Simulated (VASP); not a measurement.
Write the native input for VASP 6.6.1 that does the following.

```yaml
Task: single point
Functional: r2SCAN
Potentials_or_basis: VASP PAW PBE potentials, release 64 (Sr_sv)
Cutoff: 520 eV
k_mesh: 16 × 16 × 16
Occupations: gaussian, width 0.15 eV
Spin: no spin polarisation
Dipole_correction: no
Further_INCAR_settings: ALGO = Normal; EDIFF = 1e-06; NBANDS = 11
```

Crystal: Sr.

```xyz
1
Lattice="-2.3492 2.3492 2.5841 2.3492 -2.3492 2.5841 2.3492 2.3492 -2.5841" Properties=species:S:1:pos:R:3 pbc="T T T"
Sr    0.0000    0.0000    0.0000
```

This cell differs from its parent crystal: ratio of the length along z to the lengths across it x 1.1, volume and fractional coordinates fixed.

These files were run (other wordings do the same):

POSCAR

```
Sr
1.0
   -2.3491685674      2.3491685674      2.5840854242
    2.3491685674     -2.3491685674      2.5840854242
    2.3491685674      2.3491685674     -2.5840854242
Sr
1
Direct
    0.0000000000      0.0000000000      0.0000000000
```

INCAR.step1

```
PREC = Accurate
ENCUT = 520
ISMEAR = 0
SIGMA = 0.15
LREAL = False
LASPH = True
NELM = 80
NBANDS = 11
GGA = PE
ALGO = Normal
EDIFF = 1E-4
LWAVE = True
LCHARG = False
```

INCAR.step2

```
PREC = Accurate
ENCUT = 520
EDIFF = 1E-6
ISMEAR = 0
SIGMA = 0.15
LREAL = False
LASPH = True
NELM = 80
ALGO = Normal
ISIF = 2
LWAVE = False
LCHARG = False
METAGGA = R2SCAN
LMIXTAU = True
NBANDS = 11
ISTART = 1
```

KPOINTS

```
Automatic mesh
0
Gamma
  16 16 16
```

Potentials or basis: VASP PAW PBE potentials, release 64 (Sr_sv).

The run is started by

```bash
$ cat potpaw_PBE.64/Sr_sv/POTCAR > POTCAR
$ cp INCAR.step1 INCAR
$ mpirun -np 1 vasp_std > vasp.out
$ cp INCAR.step2 INCAR
$ mpirun -np 1 vasp_std > vasp.out
```

It gave:

```
Pressure               : -0.1 GPa
Band gap on the k mesh : zero (bands 5 and 6 overlap by 0.30 eV)
```

Caveat: the PAW data sets were made with another functional, which shifts forces and pressure a little.

Wall time 5.8 min on 1 thread of Intel(R) Xeon(R) Platinum 8259CL CPU @ 2.50GHz (Skylake/Cascade Lake), on a shared host, peak memory 0.35 GiB.
